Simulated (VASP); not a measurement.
HgPt, 2 atoms in the cell. The structure is tetragonal, space group P4/mmm (No. 123). The conventional cell has a = 3.035 Å, b = 3.035 Å, c = 3.948 Å, α = 90.00°, β = 90.00°, γ = 90.00°. Within 4.0 Å of Hg (site symmetry 4/mmm) lie 8 Pt at 2.92 Å and 6 Hg at 3.04 to 3.95 Å. Within 4.0 Å of Pt (site symmetry 4/mmm) lie 8 Hg at 2.92 Å and 6 Pt at 3.04 to 3.95 Å. 

| Property | Result |
| --- | --- |
| Program | VASP 6.6.1 |
| Task | single point |
| Functional | PBEsol |
| Potentials or basis | VASP PAW PBE potentials, release 64 (Hg, Pt) |
| Cutoff | 520 eV |
| k mesh | 14 × 14 × 12 |
| Occupations | gaussian, width 0.1 eV |
| Spin | no spin polarisation |
| Dipole correction | no |
| Further INCAR settings | ALGO = Fast; EDIFF = 1e-06; NBANDS = 18 |

Potentials or basis: VASP PAW PBE potentials, release 64 (Hg, Pt).

Command:

```bash
$ cat potpaw_PBE.64/Hg/POTCAR potpaw_PBE.64/Pt/POTCAR > POTCAR
$ mpirun -np 1 vasp_std > vasp.out
```

Hardware: 1 thread of Intel Xeon 8259CL (shared host).

Problem. How long does it take, and how much memory?

Solution. Run time: 2.2 min on 1 thread of Intel Xeon 8259CL, with other jobs on the host, peak memory 0.29 GiB. Counts: scf iterations 12, k points 252.
